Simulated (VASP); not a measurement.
Here is a VASP 6.6.1 calculation.

Contents of POSCAR:

```
ZnS
1.0
    0.0000000000      2.5964640000      2.5964640000
    2.5964640000      0.0000000000      2.5964640000
    2.5964640000      2.5964640000      0.0000000000
Zn S
1 1
Direct
    0.0000000000      0.0000000000      0.0000000000
    0.7500000000      0.7500000000      0.7500000000
```

The input INCAR.step1:

```
SYSTEM = ZnS
ALGO = Normal
EDIFF = 1E-4
ENCUT = 520
GGA = PE
ISMEAR = 0
LASPH = .True.
LCHARG = .False.
LREAL = .False.
LWAVE = .True.
NBANDS = 16
NELM = 80
PREC = Accurate
SIGMA = 0.05
```

INCAR.step2

```
SYSTEM = ZnS
ALGO = Normal
EDIFF = 1E-7
ENCUT = 520
ISIF = 2
ISMEAR = 0
ISTART = 1
LASPH = .True.
LCHARG = .False.
LMIXTAU = .True.
LREAL = .False.
LWAVE = .False.
METAGGA = R2SCAN
NBANDS = 16
NELM = 80
PREC = Accurate
SIGMA = 0.05
```

KPOINTS

```
k-points
0
Gamma
  8 8 8
  0 0 0
```

Potentials or basis: VASP PAW PBE potentials, release 64 (Zn, S).

Run with:

```bash
$ cat potpaw_PBE.64/Zn/POTCAR potpaw_PBE.64/S/POTCAR > POTCAR
$ cp INCAR.step1 INCAR
$ mpirun -np 1 vasp_std > vasp.out
$ cp INCAR.step2 INCAR
$ mpirun -np 1 vasp_std > vasp.out
```

Task: What does it give for the pressure?

Result: 11.2 GPa.

Task: What does it give for the band gap on the k mesh?

Result: 3.25 eV, direct.

Caveat: the cell differs from its parent crystal (strain -0.040 along x and y, -0.040 along z); the PAW data sets were made with another functional, which shifts forces and pressure a little. A k mesh can miss the band edges.
